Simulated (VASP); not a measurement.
Write the native input for VASP 6.6.1 that does the following.

```yaml
Task: single point
Functional: RPBE
Dispersion: D3(BJ)
Potentials_or_basis: VASP PAW PBE potentials, release 64 (Li_sv)
Cutoff: 520 eV
k_mesh: 11 × 11 × 11
Occupations: fermi-dirac, width 0.05 eV
Spin: no spin polarisation
Dipole_correction: no
Further_INCAR_settings: ALGO = Fast; EDIFF = 1e-07; NBANDS = 8
```

The structure of Li lies in POSCAR:

```
Li
1.0
   -1.4397169523      1.4397169523      1.4397169523
    1.4397169523     -1.4397169523      1.4397169523
    1.4397169523      1.4397169523     -1.4397169523
Li
1
Direct
    0.0000000000      0.0000000000      0.0000000000
```

These files were run (other wordings do the same):

INCAR

```
SYSTEM = Li
PREC = Accurate
ENCUT = 520
EDIFF = 1E-7
ISMEAR = -1
SIGMA = 0.05
LREAL = .False.
LASPH = .True.
NELM = 60
ALGO = Fast
ISIF = 2
LWAVE = .False.
LCHARG = .True.
GGA = RP
IVDW = 12
LELF = .True.
LVHAR = .True.
NBANDS = 8
```

KPOINTS

```
Automatic mesh
0
Gamma
  11 11 11
  0 0 0
```

Potentials or basis: VASP PAW PBE potentials, release 64 (Li_sv).

Launch:

```sh
$ cat potpaw_PBE.64/Li_sv/POTCAR > POTCAR
$ mpirun -np 1 vasp_std > vasp.out
```

Results of the run:

| Property | Result |
| --- | --- |
| Dispersion energy per atom | -1.389 eV |

It used 6.8 s of CPU time on 1 thread of Intel Xeon 6975P-C, with other jobs on the host.
